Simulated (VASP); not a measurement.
# Ru (R-3m) in VASP: further runs

Ru is run at these levels: PBE; tasks: single point.

All numbers are computed with VASP 6.6.1; they aren't measurements. Logs are shortened: lines on timing, memory, paths and dates and some standing lists are left out, and cuts for length are marked.

## 1. The cell of the first run

It takes space group R-3m (No. 166, trigonal). The conventional cell has a = 2.600 Å, b = 2.600 Å, c = 7.061 Å, α = 90.00°, β = 90.00°, γ = 120.00°. Within 3.4 Å of Ru (site symmetry -3m) lie 12 Ru at 2.60 to 2.79 Å.

## 2. Single point, PBE

Contents of INCAR:

```
PREC = Accurate
ENCUT = 520
EDIFF = 1E-6
ISMEAR = 0
SIGMA = 0.15
LREAL = F
LASPH = T
NELM = 60
ALGO = Fast
ISIF = 2
LWAVE = F
LCHARG = F
GGA = PE
NBANDS = 13
```

Contents of KPOINTS:

```
Automatic mesh
0
Gamma
  20 20 20
```

Contents of POSCAR:

```
Ru
1.0
    0.1333558828      1.9717619807      1.9717619807
    1.9717619807      0.1333558828      1.9717619807
    1.9717619807      1.9717619807      0.1333558828
Ru
1
Direct
    0.0000000000      0.0000000000      0.0000000000
```

Potentials or basis: VASP PAW PBE potentials, release 64 (Ru_pv).

Launch:

```bash
$ cat potpaw_PBE.64/Ru_pv/POTCAR > POTCAR
$ mpirun -np 1 vasp_std > vasp.out
```

OUTCAR:

```text
PREC = Accurate
   ENCUT = 520
   EDIFF = 1E-6
   ISMEAR = 0
   LREAL = F
   LASPH = T
   NELM = 60
   ISIF = 2
   GGA = PE

 ion  position               nearest neighbor table
   1  0.000  0.000  0.000-

  LATTYP: Found a trigonal (rhomboedric) cell.
 ALAT       =     2.7916794960
 COS(alpha) =     0.5663375789

  Lattice vectors:

 A1 = (   0.1333558828,   1.9717619807,   1.9717619807)
 A2 = (   1.9717619807,   0.1333558828,   1.9717619807)
 A3 = (   1.9717619807,   1.9717619807,   0.1333558828)

Analysis of symmetry for initial positions (statically):
=====================================================================
 Subroutine PRICEL returns:
 Original cell was already a primitive cell.

 Routine SETGRP: Setting up the symmetry group for a
 trigonal (rhombohedral) supercell.

 Subroutine GETGRP returns: Found 12 space group operations
 (whereof 12 operations were pure point group operations)
 out of a pool of 12 trial point group operations.

The static configuration has the point symmetry D_3d.

Analysis of symmetry for dynamics (positions and initial velocities):
=====================================================================
 Subroutine PRICEL returns:
 Original cell was already a primitive cell.

 Routine SETGRP: Setting up the symmetry group for a
 trigonal (rhombohedral) supercell.

 Subroutine GETGRP returns: Found 12 space group operations
 (whereof 12 operations were pure point group operations)
 out of a pool of 12 trial point group operations.

The dynamic configuration has the point symmetry D_3d.

 Subroutine INISYM returns: Found 12 space group operations
 (whereof 12 operations are pure point group operations),
 and found     1 'primitive' translations

----------------------------------------------------------------------------------------

                                     Primitive cell

  volume of cell :      13.7788

  direct lattice vectors                    reciprocal lattice vectors
     0.133355883  1.971761981  1.971761981    -0.280871098  0.263078359  0.263078359
     1.971761981  0.133355883  1.971761981     0.263078359 -0.280871098  0.263078359
     1.971761981  1.971761981  0.133355883     0.263078359  0.263078359 -0.280871098

  length of vectors
     2.791679496  2.791679496  2.791679496     0.466164156  0.466164156  0.466164156

  position of ions in fractional coordinates (direct lattice)
     0.000000000  0.000000000  0.000000000

  ion indices of the primitive-cell ions
   primitive index   ion index
                 1           1

----------------------------------------------------------------------------------------

 KPOINTS: Automatic mesh

Automatic generation of k-mesh.
 Grid dimensions read from file:
 generate k-points for:   20   20   20

 Generating k-lattice:

  Cartesian coordinates                     Fractional coordinates (reciprocal lattice)
    -0.014043555  0.013153918  0.013153918     0.050000000  0.000000000  0.000000000
     0.013153918 -0.014043555  0.013153918     0.000000000  0.050000000  0.000000000
     0.013153918  0.013153918 -0.014043555     0.000000000  0.000000000  0.050000000

  Length of vectors
     0.023308208  0.023308208  0.023308208

  Shift w.r.t. Gamma in fractional coordinates (k-lattice)
     0.000000000  0.000000000  0.000000000

 Subroutine IBZKPT returns following result:
 ===========================================

 Found    781 irreducible k-points:

 Following reciprocal coordinates:
            Coordinates               Weight
  0.000000  0.000000  0.000000      1.000000
  0.050000  0.000000  0.000000      6.000000
  0.100000 -0.000000 -0.000000      6.000000
  0.150000  0.000000 -0.000000      6.000000
  0.200000 -0.000000 -0.000000      6.000000
  0.250000  0.000000  0.000000      6.000000
[... 16 lines left out ...]
 -0.400000  0.050000  0.000000     12.000000
 -0.350000  0.050000 -0.000000     12.000000
 [... further k-points ...]
   k-points           NKPTS =    781   k-points in BZ     NKDIM =    781   number of bands    NBANDS=     13
   number of dos      NEDOS =    301   number of ions     NIONS =      1
   total plane-waves  NPLWV =  13824
   dimension x,y,z NGX =    24 NGY =   24 NGZ =   24
   dimension x,y,z NGXF=    48 NGYF=   48 NGZF=   48
   ions per type =               1
   NGX,Y,Z   is equivalent  to a cutoff of  14.29, 14.29, 14.29 a.u.
   NGXF,Y,Z  is equivalent  to a cutoff of  28.58, 28.58, 28.58 a.u.
 SYSTEM =  unknown system
   PREC   = accura    normal or accurate (medium, high low for compatibility)
   ISTART =      0    job   : 0-new  1-cont  2-samecut
   ICHARG =      2    charge: 1-file 2-atom 10-const
   ISPIN  =      1    spin polarized calculation?
   LNONCOLLINEAR =      F non collinear calculations
   LSORBIT =      F    spin-orbit coupling
   LASPH  =      T    aspherical Exc in radial PAW
   ENCUT  =  520.0 eV  38.22 Ry    6.18 a.u.   5.19  5.19  5.19*2*pi/ulx,y,z
   NELM   =     60;   NELMIN=  2; NELMDL= -5     # of ELM steps
   EDIFF  = 0.1E-05   stopping-criterion for ELM
   LREAL  =      F    real-space projection
   EDIFFG = 0.1E-04   stopping-criterion for IOM
   NSW    =      0    number of steps for IOM
   IBRION =     -1    ionic relax: 0-MD 1-quasi-New 2-CG
   NFREE  =      0    steps in history (QN), initial steepest desc. (CG)
   ISIF   =      2    stress and relaxation
   ISYM   =      2    0-nonsym 1-usesym 2-fastsym
   POTIM  = 0.5000    time-step for ionic-motion
   TEBEG  =    0.0;   TEEND  =   0.0 temperature during run
   PSTRESS=    0.0 pullay stress
   NELECT =      14.0000    total number of electrons
   NUPDOWN=      -1.0000    fix difference up-down
   EMIN   =  10.00;   EMAX   =-10.00  energy-range for DOS
   EFERMI =   0.00;   METHOD = LEGACY
   ISMEAR =     0;   SIGMA  =   0.15  broadening in eV -4-tet -1-fermi 0-gaus
   EFERMI_NEDOS =   21; number of points for ismear=-14 and -15
   IALGO  =     68    algorithm
   IMIX   =      4    mixing-type and parameters
     AMIX     =   0.40;   BMIX     =  1.00
     AMIX_MAG =   1.60;   BMIX_MAG =  1.00
  volume/ion in A,a.u.               =      13.78        92.98
  Fermi-wavevector in a.u.,A,eV,Ry     =   1.645813  3.110136 36.854121  2.708701
  Thomas-Fermi vector in A             =   2.735547
   LORBIT       =      0    0 simple, 1 ext, 2 COOP (PROOUT), +10 PAW based schemes
   GGA     = PE    functional components
   LHFCALC =     F    Hartree Fock is set to
   AEXX    =    0.0000 exact exchange contribution
   IVDW    =     0    specifies the selected vdW correction
   LEPSILON=     F    determine dielectric tensor
   LRPA    =     F    only Hartree local field effects (RPA)
 non-spin polarized calculation
 RMM-DIIS sequential band-by-band and
 Gauss-broadening in eV      SIGMA  =   0.15
  energy-cutoff  :      520.00
  volume of cell :       13.78
 maximum number of plane-waves:       383
 NGX is ok and might be reduce to    24

 number of electron      13.9999999 magnetization

 Free energy of the ion-electron system (eV)
  ---------------------------------------------------
  ext. energy  EPLUGINS =         0.00000000
  ---------------------------------------------------
  free energy    TOTEN  =        -8.97850903 eV

  energy without entropy =       -8.96611320  energy(sigma->0) =       -8.97231111

 E-fermi :  12.5256     XC(G=0): -14.0140

 val. band max:       12.5249407558   @ k =  -0.4000   0.4000   0.1000
 cond. band min:      12.5408244182   @ k =  -0.0500   0.0500   0.0500
 fundamental gap:      0.0158836623
 Fermi energy:        12.5255642105

 k-point     1 :       0.0000    0.0000    0.0000
  band No.  band energies     occupation
      1     -30.0471      2.00000
      2     -29.8440      2.00000
      3     -29.8440      2.00000
      4       4.6893      2.00000
      5       9.0306      2.00000
      6      10.2782      2.00000
      7      10.2782      2.00000
      8      12.5564      0.77107
      9      12.5564      0.77107
     10      23.0865      0.00000
     11      27.3760      0.00000
     12      31.4584      0.00000
     13      34.4017      0.00000

 k-point     2 :       0.0500    0.0000    0.0000
  band No.  band energies     occupation
      1     -30.0499      2.00000
      2     -29.8737      2.00000
      3     -29.8496      2.00000
      4       4.8016      2.00000
      5       9.0809      2.00000
      6      10.2084      2.00000
      7      10.3508      2.00000
      8      12.4979      1.20541
      9      12.5162      1.07008
     10      23.0865      0.00000
     11      27.5744      0.00000
     12      31.5979      0.00000
     13      33.7907      0.00000

 k-point     3 :       0.1000   -0.0000   -0.0000
  band No.  band energies     occupation
      1     -30.0608      2.00000
      2     -29.9565      2.00000
      3     -29.8657      2.00000
      4       5.1256      2.00000
      5       9.2219      2.00000
      6      10.0237      2.00000
      7      10.5591      2.00000
      8      12.3466      1.90854
      9      12.4092      1.72737
     10      23.0865      0.00000
     11      28.1212      0.00000
     12      31.6339      0.00000
     13      33.0111      0.00000
[... 305 lines left out ...]
 k-point    23 :      -0.4000    0.0500    0.0000
  band No.  band energies     occupation
      1     -30.9615      2.00000
      2     -30.1088      2.00000
      3     -30.0716      2.00000
      4       6.6809      2.00000
      5       9.1718      2.00000
      6      10.6180      2.00000
      7      12.3488      1.90445
      8      13.4919      0.00000
      9      15.0485      0.00000
     10      23.0834      0.00000
     11      23.9830      0.00000
     12      27.6518      0.00000
     13      32.7559      0.00000

 k-point    24 :      -0.3500    0.0500   -0.0000
  band No.  band energies     occupation
      1     -30.8565      2.00000
      2     -30.0993      2.00000
      3     -30.0505      2.00000
      4       6.7916      2.00000
      5       9.3164      2.00000
      6      10.7590      2.00000
      7      11.4995      2.00000
      8      12.9679      0.00003
      9      14.4572      0.00000
     10      23.0855      0.00000
     11      25.1373      0.00000
     12      28.4516      0.00000
     13      33.7544      0.00000

 [... further k-points ...]

------------------------ aborting loop because EDIFF is reached ----------------------------------------

  FORCE on cell =-STRESS in cart. coord.  units (eV):
  Direction    XX          YY          ZZ          XY          YZ          ZX
  --------------------------------------------------------------------------------------
  -------------------------------------------------------------------------------------
  Total        0.4800796      0.4800796      0.4800796     -1.3964210     -1.3964210     -1.3964210
  in kB       55.8229792     55.8229792     55.8229792   -162.3738722   -162.3738722   -162.3738722
  external PRESSURE =      55.8229792 kB  Pullay stress =       0.0000000 kB

 VOLUME and BASIS-vectors are now :
 -----------------------------------------------------------------------------
  energy-cutoff  :      520.00
  volume of cell :       13.78
      direct lattice vectors                 reciprocal lattice vectors
     0.133355883  1.971761981  1.971761981    -0.280871098  0.263078359  0.263078359
     1.971761981  0.133355883  1.971761981     0.263078359 -0.280871098  0.263078359
     1.971761981  1.971761981  0.133355883     0.263078359  0.263078359 -0.280871098

 POSITION                                       TOTAL-FORCE (eV/Angst)
 -----------------------------------------------------------------------------------
      0.00000      0.00000      0.00000         0.000000     -0.000000     -0.000000
 -----------------------------------------------------------------------------------
    total drift:                               -0.000000      0.000000      0.000000

  FREE ENERGIE OF THE ION-ELECTRON SYSTEM (eV)
  ---------------------------------------------------
  free  energy   TOTEN  =        -8.9785090279 eV

  energy  without entropy=       -8.9661131978  energy(sigma->0) =       -8.97231111
```

Wall time 78 s (1 thread of AMD EPYC 9R45 (Zen 5), shared host); peak memory 0.22 GiB.

Results:

- Free energy: -8.9785 eV
- Pressure: 5.6 GPa
- Band gap on the k mesh: zero (band 7 reaches 14.61 eV, above the bottom of band 8 at 11.21 eV)

Stress tensor (GPa, compression positive):
```
  5.58 -16.24 -16.24
-16.24   5.58 -16.24
-16.24 -16.24   5.58
```

## 3. Single point, PBE

This run uses another cell than the first one, of the same volume but with other edges.

Contents of INCAR:

```
ALGO = Fast ; EDIFF = 1E-7
ENCUT = 520 ; GGA = PE
ISIF = 2 ; ISMEAR = 0
LASPH = T ; LCHARG = F
LREAL = F ; LWAVE = F
NBANDS = 13 ; NELM = 60
PREC = Accurate ; SIGMA = 0.15
```

Contents of KPOINTS:

```
k-points
0
Gamma
  20 20 20
```

Contents of POSCAR:

```
Ru
1.0
   -0.1333558828      1.8384060979      1.8384060979
    1.8384060979     -0.1333558828      1.8384060979
    1.8384060979      1.8384060979     -0.1333558828
Ru
1
Direct
    0.0000000000      0.0000000000      0.0000000000
```

Potentials or basis: VASP PAW PBE potentials, release 64 (Ru_pv).

Launch:

```bash
$ cat potpaw_PBE.64/Ru_pv/POTCAR > POTCAR
$ mpirun -np 1 vasp_std > vasp.out
```

OUTCAR:

```text
EDIFF = 1E-7
   ENCUT = 520
   GGA = PE
   ISIF = 2
   ISMEAR = 0
   LASPH = T
   LREAL = F
   NELM = 60
   PREC = Accurate

 ion  position               nearest neighbor table
   1  0.000  0.000  0.000-

  LATTYP: Found a trigonal (rhomboedric) cell.
 ALAT       =     2.6033166832
 COS(alpha) =     0.4263394650

  Lattice vectors:

 A1 = (  -0.1333558828,   1.8384060979,   1.8384060979)
 A2 = (   1.8384060979,  -0.1333558828,   1.8384060979)
 A3 = (   1.8384060979,   1.8384060979,  -0.1333558828)

Analysis of symmetry for initial positions (statically):
=====================================================================
 Subroutine PRICEL returns:
 Original cell was already a primitive cell.

 Routine SETGRP: Setting up the symmetry group for a
 trigonal (rhombohedral) supercell.

 Subroutine GETGRP returns: Found 12 space group operations
 (whereof 12 operations were pure point group operations)
 out of a pool of 12 trial point group operations.

The static configuration has the point symmetry D_3d.

[... 168 lines left out ...]
      1     -29.9616      2.00000
      2     -29.9616      2.00000
      3     -29.8046      2.00000
      4       4.6903      2.00000
      5       9.3127      2.00000
      6       9.3127      2.00000
      7      11.0431      2.00000
      8      12.5391      0.89776
      9      12.5391      0.89776
     10      23.0905      0.00000
     11      27.5179      0.00000
     12      32.2982      0.00000
     13      32.2982      0.00000
[... 354 lines left out ...]
  band No.  band energies     occupation
      1     -30.7624      2.00000
      2     -30.0352      2.00000
      3     -29.9475      2.00000
      4       6.7415      2.00000
      5       9.2755      2.00000
      6      10.9414      2.00000
      7      11.2061      2.00000
      8      13.3296      0.00000
      9      13.8616      0.00000
     10      23.0889      0.00000
     11      24.2232      0.00000
     12      28.5373      0.00000
     13      33.6397      0.00000

 [... further k-points ...]

------------------------ aborting loop because EDIFF is reached ----------------------------------------

  FORCE on cell =-STRESS in cart. coord.  units (eV):
  Direction    XX          YY          ZZ          XY          YZ          ZX
  --------------------------------------------------------------------------------------
  -------------------------------------------------------------------------------------
  Total        0.4851120      0.4851120      0.4851120      1.4531133      1.4531133      1.4531133
  in kB       56.4178525     56.4178525     56.4178525    168.9950572    168.9950572    168.9950572
  external PRESSURE =      56.4178525 kB  Pullay stress =       0.0000000 kB

 VOLUME and BASIS-vectors are now :
 -----------------------------------------------------------------------------
  energy-cutoff  :      520.00
  volume of cell :       13.78
      direct lattice vectors                 reciprocal lattice vectors
    -0.133355883  1.838406098  1.838406098    -0.244036958  0.263123647  0.263123647
     1.838406098 -0.133355883  1.838406098     0.263123647 -0.244036958  0.263123647
     1.838406098  1.838406098 -0.133355883     0.263123647  0.263123647 -0.244036958

 POSITION                                       TOTAL-FORCE (eV/Angst)
 -----------------------------------------------------------------------------------
      0.00000      0.00000      0.00000        -0.000000      0.000000     -0.000000
 -----------------------------------------------------------------------------------
    total drift:                               -0.000000     -0.000000     -0.000000

  FREE ENERGIE OF THE ION-ELECTRON SYSTEM (eV)
  ---------------------------------------------------
  free  energy   TOTEN  =        -8.9659826823 eV

  energy  without entropy=       -8.9519556069  energy(sigma->0) =       -8.95896914
```

Run time: 63 s. Hardware: 1 thread of AMD EPYC 9R45 (Zen 5), shared host; peak memory 0.2 GiB.

What came out:

* Free energy: -8.9660 eV
* Pressure: 5.6 GPa
* Band gap on the k mesh: zero (band 7 reaches 14.61 eV, above the bottom of band 8 at 10.95 eV)

Stress tensor (GPa, compression positive):
```
 5.64 16.90 16.90
16.90  5.64 16.90
16.90 16.90  5.64
```
